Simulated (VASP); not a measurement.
# ZnO (P6_3mc) in VASP: a series of runs

The runs below take ZnO through single point, with PBEsol.

Program: VASP 6.6.1. These are calculated values, not measurements. Logs are shortened: lines on timing, memory, paths and dates and some standing lists are left out, and cuts for length are marked.

### Step 1. The cell of the first run

Symmetry: P6_3mc, No. 186, hexagonal system. The conventional cell has a = 3.279 Å, b = 3.279 Å, c = 4.901 Å, α = 90.00°, β = 90.00°, γ = 120.00°. Zn (site symmetry 3m) has 4 O at 1.93 to 1.96 Å within 2.6 Å. Within 2.6 Å of O (site symmetry 3m) lie 4 Zn at 1.93 to 1.96 Å.

### Step 2. Single point, PBEsol (uniaxial strain along c: -6.0 %)

INCAR reads:

```
SYSTEM = ZnO
ALGO     = Normal         ! electronic algorithm
EDIFF    = 1E-7           ! SCF threshold, eV
ENCUT    = 520            ! plane-wave cutoff, eV
GGA      = PS             ! functional
ISIF     = 2              ! what is computed and relaxed
ISMEAR   = 0              ! smearing method
LASPH    = .True.         ! aspherical terms in the spheres
LCHARG   = .False.        ! write CHGCAR
LREAL    = .False.        ! projectors in reciprocal space
LWAVE    = .False.        ! write WAVECAR
NBANDS   = 26             ! bands
NELM     = 80             ! most SCF steps
PREC     = Accurate       ! precision mode
SIGMA    = 0.02           ! smearing width, eV
```

KPOINTS reads:

```
k-points
0
Gamma
  12 12 6
  0 0 0
```

POSCAR reads:

```
ZnO
1.0
    3.2789307135      0.0000000000      0.0000000000
   -1.6394653567      2.8396372951      0.0000000000
    0.0000000000      0.0000000000      4.9012310743
Zn O
2 2
Direct
    0.6666666664      0.3333333336      0.4929077939
    0.3333333336      0.6666666664     -0.0070922061
    0.6666666670      0.3333333330      0.8874022061
    0.3333333330      0.6666666670      0.3874022061
```

Potentials or basis: VASP PAW PBE potentials, release 64 (Zn, O).

On the command line:

```console
$ cat potpaw_PBE.64/Zn/POTCAR potpaw_PBE.64/O/POTCAR > POTCAR
$ mpirun -np 1 vasp_std > vasp.out
```

OUTCAR:

```text
SYSTEM = ZnO
   EDIFF = 1E-7
   ENCUT = 520
   GGA = PS
   ISIF = 2
   ISMEAR = 0
   LASPH = .True.
   LREAL = .False.
   NELM = 80
   PREC = Accurate

 ion  position               nearest neighbor table
   1  0.667  0.333  0.493-   3 1.93   4 1.96   4 1.96   4 1.96
   2  0.333  0.667  0.993-   4 1.93   3 1.96   3 1.96   3 1.96
   3  0.667  0.333  0.887-   1 1.93   2 1.96   2 1.96   2 1.96
   4  0.333  0.667  0.387-   2 1.93   1 1.96   1 1.96   1 1.96

  LATTYP: Found a hexagonal cell.
 ALAT       =     3.2789307135
 C/A-ratio  =     1.4947650629

  Lattice vectors:

 A1 = (   3.2789307135,   0.0000000000,   0.0000000000)
 A2 = (  -1.6394653567,   2.8396372951,   0.0000000000)
 A3 = (   0.0000000000,   0.0000000000,   4.9012310743)

Analysis of symmetry for initial positions (statically):
=====================================================================
 Subroutine PRICEL returns:
 Original cell was already a primitive cell.

 Routine SETGRP: Setting up the symmetry group for a
 hexagonal supercell.

 Subroutine GETGRP returns: Found 12 space group operations
 (whereof  6 operations were pure point group operations)
 out of a pool of 24 trial point group operations.

The static configuration has the point symmetry C_3v.
 The point group associated with its full space group is C_6v.

Analysis of symmetry for dynamics (positions and initial velocities):
=====================================================================
 Subroutine PRICEL returns:
 Original cell was already a primitive cell.

 Routine SETGRP: Setting up the symmetry group for a
 hexagonal supercell.

 Subroutine GETGRP returns: Found 12 space group operations
 (whereof  6 operations were pure point group operations)
 out of a pool of 24 trial point group operations.

The dynamic configuration has the point symmetry C_3v.
 The point group associated with its full space group is C_6v.

 Subroutine INISYM returns: Found 12 space group operations
 (whereof  6 operations are pure point group operations),
 and found     1 'primitive' translations

----------------------------------------------------------------------------------------

                                     Primitive cell

  volume of cell :      45.6352

  direct lattice vectors                    reciprocal lattice vectors
     3.278930713  0.000000000  0.000000000     0.304977472  0.176078826  0.000000000
    -1.639465357  2.839637295  0.000000000     0.000000000  0.352157651  0.000000000
     0.000000000  0.000000000  4.901231074     0.000000000  0.000000000  0.204030372

  length of vectors
     3.278930713  3.278930713  4.901231074     0.352157651  0.352157651  0.204030372

  position of ions in fractional coordinates (direct lattice)
     0.666666666  0.333333334  0.492907794
     0.333333334  0.666666666  0.992907794
     0.666666667  0.333333333  0.887402206
     0.333333333  0.666666667  0.387402206

  ion indices of the primitive-cell ions
   primitive index   ion index
                 1           1
                 2           2
                 3           3
                 4           4

----------------------------------------------------------------------------------------

 KPOINTS: k-points

Automatic generation of k-mesh.
 Grid dimensions read from file:
 generate k-points for:   12   12    6

 Generating k-lattice:

  Cartesian coordinates                     Fractional coordinates (reciprocal lattice)
     0.025414789  0.014673235  0.000000000     0.083333333 -0.000000000  0.000000000
     0.000000000  0.029346471  0.000000000     0.000000000  0.083333333  0.000000000
     0.000000000  0.000000000  0.034005062     0.000000000  0.000000000  0.166666667

  Length of vectors
     0.029346471  0.029346471  0.034005062

  Shift w.r.t. Gamma in fractional coordinates (k-lattice)
     0.000000000  0.000000000  0.000000000

 Subroutine IBZKPT returns following result:
 ===========================================

 Found     76 irreducible k-points:

 Following reciprocal coordinates:
            Coordinates               Weight
  0.000000  0.000000  0.000000      1.000000
  0.083333  0.000000  0.000000      6.000000
  0.166667  0.000000  0.000000      6.000000
  0.250000  0.000000  0.000000      6.000000
  0.333333  0.000000  0.000000      6.000000
  0.416667  0.000000  0.000000      6.000000
[... 16 lines left out ...]
  0.250000  0.000000  0.166667     12.000000
  0.333333  0.000000  0.166667     12.000000
 [... further k-points ...]
   k-points           NKPTS =     76   k-points in BZ     NKDIM =     76   number of bands    NBANDS=     26
   number of dos      NEDOS =    301   number of ions     NIONS =      4
   total plane-waves  NPLWV =  20736
   dimension x,y,z NGX =    24 NGY =   24 NGZ =   36
   dimension x,y,z NGXF=    48 NGYF=   48 NGZF=   72
   ions per type =               2   2
   NGX,Y,Z   is equivalent  to a cutoff of  12.17, 12.17, 12.21 a.u.
   NGXF,Y,Z  is equivalent  to a cutoff of  24.34, 24.34, 24.42 a.u.
 SYSTEM =  ZnO
   PREC   = accura    normal or accurate (medium, high low for compatibility)
   ISTART =      0    job   : 0-new  1-cont  2-samecut
   ICHARG =      2    charge: 1-file 2-atom 10-const
   ISPIN  =      1    spin polarized calculation?
   LNONCOLLINEAR =      F non collinear calculations
   LSORBIT =      F    spin-orbit coupling
   LASPH  =      T    aspherical Exc in radial PAW
   ENCUT  =  520.0 eV  38.22 Ry    6.18 a.u.   6.10  6.10  9.11*2*pi/ulx,y,z
   NELM   =     80;   NELMIN=  2; NELMDL= -5     # of ELM steps
   EDIFF  = 0.1E-06   stopping-criterion for ELM
   LREAL  =      F    real-space projection
   EDIFFG = 0.1E-05   stopping-criterion for IOM
   NSW    =      0    number of steps for IOM
   IBRION =     -1    ionic relax: 0-MD 1-quasi-New 2-CG
   NFREE  =      0    steps in history (QN), initial steepest desc. (CG)
   ISIF   =      2    stress and relaxation
   ISYM   =      2    0-nonsym 1-usesym 2-fastsym
   POTIM  = 0.5000    time-step for ionic-motion
   TEBEG  =    0.0;   TEEND  =   0.0 temperature during run
   PSTRESS=    0.0 pullay stress
   NELECT =      36.0000    total number of electrons
   NUPDOWN=      -1.0000    fix difference up-down
   EMIN   =  10.00;   EMAX   =-10.00  energy-range for DOS
   EFERMI =   0.00;   METHOD = LEGACY
   ISMEAR =     0;   SIGMA  =   0.02  broadening in eV -4-tet -1-fermi 0-gaus
   EFERMI_NEDOS =   21; number of points for ismear=-14 and -15
   IALGO  =     38    algorithm
   IMIX   =      4    mixing-type and parameters
     AMIX     =   0.40;   BMIX     =  1.00
     AMIX_MAG =   1.60;   BMIX_MAG =  1.00
  volume/ion in A,a.u.               =      11.41        76.99
  Fermi-wavevector in a.u.,A,eV,Ry     =   1.512663  2.858519 31.132169  2.288150
  Thomas-Fermi vector in A             =   2.622557
   LORBIT       =      0    0 simple, 1 ext, 2 COOP (PROOUT), +10 PAW based schemes
   GGA     = PS    functional components
   LHFCALC =     F    Hartree Fock is set to
   AEXX    =    0.0000 exact exchange contribution
   IVDW    =     0    specifies the selected vdW correction
   LEPSILON=     F    determine dielectric tensor
   LRPA    =     F    only Hartree local field effects (RPA)
 non-spin polarized calculation
 Gauss-broadening in eV      SIGMA  =   0.02
  energy-cutoff  :      520.00
  volume of cell :       45.64
 maximum number of plane-waves:      1248
   NGX = 13   NGY = 13   NGZ = 19

 number of electron      36.0000017 magnetization

 Free energy of the ion-electron system (eV)
  ---------------------------------------------------
  ext. energy  EPLUGINS =         0.00000000
  ---------------------------------------------------
  free energy    TOTEN  =       -19.31971420 eV

  energy without entropy =      -19.31971420  energy(sigma->0) =      -19.31971420

 E-fermi :   1.5407     XC(G=0): -11.4121

 val. band max:        1.3829863401   @ k =   0.0000   0.0000   0.0000
 cond. band min:       2.1945657247   @ k =   0.0000   0.0000   0.0000
 fundamental gap:      0.8115793845
 Fermi energy:         1.5406636047

 k-point     1 :       0.0000    0.0000    0.0000
  band No.  band energies     occupation
      1     -16.9382      2.00000
      2     -16.0032      2.00000
      3      -4.4940      2.00000
      4      -4.4940      2.00000
      5      -4.3599      2.00000
      6      -4.3294      2.00000
[... 18 lines left out ...]
     25      15.2083      0.00000
     26      17.0477      0.00000

 k-point     2 :       0.0833    0.0000    0.0000
  band No.  band energies     occupation
      1     -16.8981      2.00000
      2     -15.9899      2.00000
      3      -4.5448      2.00000
      4      -4.4671      2.00000
      5      -4.3557      2.00000
      6      -4.2970      2.00000
[... 18 lines left out ...]
     25      15.3443      0.00000
     26      17.0243      0.00000

 k-point     3 :       0.1667    0.0000    0.0000
  band No.  band energies     occupation
      1     -16.7843      2.00000
      2     -15.9555      2.00000
      3      -4.6624      2.00000
      4      -4.3945      2.00000
      5      -4.3814      2.00000
      6      -4.1994      2.00000
[... 18 lines left out ...]
     25      15.6101      0.00000
     26      15.8792      0.00000

 k-point     4 :       0.2500    0.0000    0.0000
  band No.  band energies     occupation
      1     -16.6177      2.00000
      2     -15.9156      2.00000
      3      -4.7791      2.00000
      4      -4.4222      2.00000
      5      -4.3005      2.00000
      6      -4.0974      2.00000
[... 18 lines left out ...]
     25      14.6463      0.00000
     26      15.6401      0.00000

 k-point     5 :       0.3333    0.0000    0.0000
  band No.  band energies     occupation
      1     -16.4313      2.00000
      2     -15.8905      2.00000
      3      -4.8352      2.00000
      4      -4.4753      2.00000
      5      -4.2188      2.00000
      6      -4.0163      2.00000
[... 18 lines left out ...]
     25      14.8399      0.00000
     26      15.4541      0.00000

 k-point     6 :       0.4167    0.0000    0.0000
  band No.  band energies     occupation
      1     -16.2695      2.00000
      2     -15.8935      2.00000
      3      -4.8027      2.00000
      4      -4.5532      2.00000
      5      -4.1699      2.00000
      6      -3.9499      2.00000
[... 427 lines left out ...]
 k-point    21 :       0.0833    0.0000    0.1667
  band No.  band energies     occupation
      1     -16.8396      2.00000
      2     -16.0527      2.00000
      3      -4.5648      2.00000
      4      -4.5140      2.00000
      5      -4.4669      2.00000
      6      -4.3231      2.00000
[... 18 lines left out ...]
     25      15.0588      0.00000
     26      15.6490      0.00000

 k-point    22 :       0.1667    0.0000    0.1667
  band No.  band energies     occupation
      1     -16.7299      2.00000
      2     -16.0115      2.00000
      3      -4.6969      2.00000
      4      -4.5329      2.00000
      5      -4.3924      2.00000
      6      -4.2463      2.00000
[... 18 lines left out ...]
     25      15.2581      0.00000
     26      15.2863      0.00000

 k-point    23 :       0.2500    0.0000    0.1667
  band No.  band energies     occupation
      1     -16.5699      2.00000
      2     -15.9610      2.00000
      3      -4.8209      2.00000
      4      -4.5674      2.00000
      5      -4.2942      2.00000
      6      -4.1626      2.00000
[... 18 lines left out ...]
     25      14.5183      0.00000
     26      15.3882      0.00000

 k-point    24 :       0.3333    0.0000    0.1667
  band No.  band energies     occupation
      1     -16.3923      2.00000
      2     -15.9230      2.00000
      3      -4.8857      2.00000
      4      -4.6145      2.00000
      5      -4.2056      2.00000
      6      -4.0828      2.00000
[... 18 lines left out ...]
     25      14.8094      0.00000
     26      15.3318      0.00000

 [... further k-points ...]

------------------------ aborting loop because EDIFF is reached ----------------------------------------

  FORCE on cell =-STRESS in cart. coord.  units (eV):
  Direction    XX          YY          ZZ          XY          YZ          ZX
  --------------------------------------------------------------------------------------
  -------------------------------------------------------------------------------------
  Total        0.6363995      0.6363995      3.6456620      0.0000000     -0.0000000      0.0000000
  in kB       22.3429310     22.3429310    127.9931401      0.0000000     -0.0000000      0.0000000
  external PRESSURE =      57.5596673 kB  Pullay stress =       0.0000000 kB

 VOLUME and BASIS-vectors are now :
 -----------------------------------------------------------------------------
  energy-cutoff  :      520.00
  volume of cell :       45.64
      direct lattice vectors                 reciprocal lattice vectors
     3.278930713  0.000000000  0.000000000     0.304977472  0.176078826  0.000000000
    -1.639465357  2.839637295  0.000000000     0.000000000  0.352157651  0.000000000
     0.000000000  0.000000000  4.901231074     0.000000000  0.000000000  0.204030372

 POSITION                                       TOTAL-FORCE (eV/Angst)
 -----------------------------------------------------------------------------------
      1.63947      0.94655      2.41585         0.000000      0.000000     -0.289096
      0.00000      1.89309      4.86647         0.000000      0.000000     -0.289096
      1.63947      0.94655      4.34936         0.000000     -0.000000      0.289096
     -0.00000      1.89309      1.89875        -0.000000      0.000000      0.289096
 -----------------------------------------------------------------------------------
    total drift:                                0.000001      0.000001     -0.000829

  FREE ENERGIE OF THE ION-ELECTRON SYSTEM (eV)
  ---------------------------------------------------
  free  energy   TOTEN  =       -19.3197141966 eV

  energy  without entropy=      -19.3197141966  energy(sigma->0) =      -19.31971420
```

Run time: 1.8 min. Hardware: 1 thread of Intel Xeon 8259CL, shared host; peak memory 0.21 GiB.

What came out:

```
Free energy            : -19.3197 eV
Pressure               : 5.8 GPa
Largest force          : 0.289 eV/Å
Band gap on the k mesh : 0.81 eV
```

Forces on the atoms (eV/Å):
```
Zn   0.000  0.000 -0.289
Zn   0.000  0.000 -0.289
O    0.000  0.000  0.289
O    0.000  0.000  0.289
```

Stress tensor (GPa, compression positive):
```
 2.23  0.00  0.00
 0.00  2.23  0.00
 0.00  0.00 12.80
```

Caveat: the cell differs from its parent crystal (uniaxial strain along c: -6.0 %); the stress differs along the axes, from 2 to 13 GPa; the PAW data sets were made with another functional, which shifts forces and pressure a little.

### Step 3. Single point, PBEsol (uniaxial strain along c: -4.0 %)

INCAR reads:

```
SYSTEM = ZnO
PREC = Accurate ; ENCUT = 520
EDIFF = 1E-6 ; ISMEAR = 0
SIGMA = 0.02 ; LREAL = .FALSE.
LASPH = .TRUE. ; NELM = 60
ALGO = Normal ; ISIF = 2
LWAVE = .FALSE. ; LCHARG = .FALSE.
GGA = PS ; NBANDS = 26
```

KPOINTS reads:

```
regular mesh
0
G
  12 12 6
  0 0 0
```

POSCAR reads:

```
ZnO
1.0
    3.2627783454      0.0000000000      0.0000000000
   -1.6313891727      2.8256489341      0.0000000000
    0.0000000000      0.0000000000      5.0055125866
Zn O
2 2
Direct
    0.6666666665      0.3333333335      0.4970128748
    0.3333333335      0.6666666665     -0.0029871252
    0.6666666668      0.3333333332      0.8832971252
    0.3333333332      0.6666666668      0.3832971252
```

Potentials or basis: VASP PAW PBE potentials, release 64 (Zn, O).

On the command line:

```console
$ cat potpaw_PBE.64/Zn/POTCAR potpaw_PBE.64/O/POTCAR > POTCAR
$ mpirun -np 1 vasp_std > vasp.out
```

It took 91 s on 1 thread of Intel Xeon 8259CL, shared host; peak memory 0.21 GiB.

It converged, with:

- Free energy: -19.3612 eV
- Pressure: 4.1 GPa
- Largest force: 0.281 eV/Å
- Band gap on the k mesh: 0.78 eV

Forces on the atoms (eV/Å):
```
Zn   0.000  0.000 -0.281
Zn   0.000  0.000 -0.281
O    0.000  0.000  0.281
O    0.000  0.000  0.281
```

Stress tensor (GPa, compression positive):
```
1.22 0.00 0.00
0.00 1.22 0.00
0.00 0.00 9.96
```

Levels at points of the mesh, in eV from the valence-band top:
```csv
k point,band 16,band 17,band 18,band 19,band 20,band 21
"(0.00, 0.00, 0.00)",-0.05,0.00,0.00,0.78,5.07,8.66
"(0.50, 0.00, 0.00)",-2.50,-1.26,-0.89,5.79,6.68,7.86
"(0.00, 0.00, 0.50)",-0.44,-0.44,-0.44,3.53,3.53,10.42
"(0.50, 0.00, 0.50)",-1.63,-1.22,-1.22,5.71,5.71,8.49
```

Caveat: the cell differs from its parent crystal (uniaxial strain along c: -4.0 %); the stress differs along the axes, from 1 to 10 GPa; semilocal functionals underestimate gaps, and a narrow one can read as zero; the PAW data sets were made with another functional, which shifts forces and pressure a little.
